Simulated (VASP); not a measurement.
LiTbH4: single point with PBE

LiTbH4:

```xyz
6
Lattice="0.0000 3.3100 3.3100 3.3100 0.0000 3.3100 3.3100 3.3100 0.0000" Properties=species:S:1:pos:R:3 pbc="T T T"
Li    0.0000    0.0000    0.0000
Tb    3.3100    3.3100    3.3100
H     5.6905    5.6905    5.6905
H     4.2395    4.2395    5.6905
H     4.2395    5.6905    4.2395
H     5.6905    4.2395    4.2395
```

The cell was built from a structure type or drawn by symmetry, and may not be a known phase.

```
Program             : VASP 6.6.1
Task                : single point
Functional          : PBE
Potentials or basis : VASP PAW PBE potentials, release 64 (Li_sv, Tb_3, H), 4f in core
Cutoff              : 750 eV
k mesh              : 4 × 4 × 4
Occupations         : gaussian, width 0.1 eV
Spin                : no spin polarisation
```

| Item | Value |
| --- | --- |
| Pressure | -8.8 GPa |
| Largest force | 0.273 eV/Å |
| Band gap on the k mesh | 1.41 eV (least direct gap 1.47 eV) |

Forces in eV/Å, atoms in the order of the input:
```
Li   0.000  0.000  0.000
Tb   0.000  0.000  0.000
H   -0.158 -0.158 -0.158
H    0.158  0.158 -0.158
H    0.158 -0.158  0.158
H   -0.158  0.158  0.158
```

Levels at points of the mesh, in eV from the valence-band top:
```
           k point  band 4  band 5  band 6  band 7  band 8  band 9  band 10  band 11  band 12  band 13
(0.00, 0.00, 0.00)  -22.55   -5.47    0.00    0.00    0.00    3.01     3.01     3.46     3.46     3.46
(0.50, 0.00, 0.00)  -22.56   -4.21   -1.96   -0.55   -0.55    3.81     3.81     3.94     4.32     4.76
(0.50, 0.50, 0.00)  -22.56   -3.67   -2.44   -0.07   -0.07    1.41     3.71     3.73     4.18     4.18
```

It took 12 s on 1 thread of Intel(R) Xeon(R) 6975P-C (Granite Rapids) (shared host), peak memory 0.27 GiB.

Caveat: the cell stands under tension; spin-orbit coupling is left out, which moves the levels of the heavy elements; the 4f electrons are frozen in the core, so they carry no moment and show no levels. A k mesh can miss the band edges.
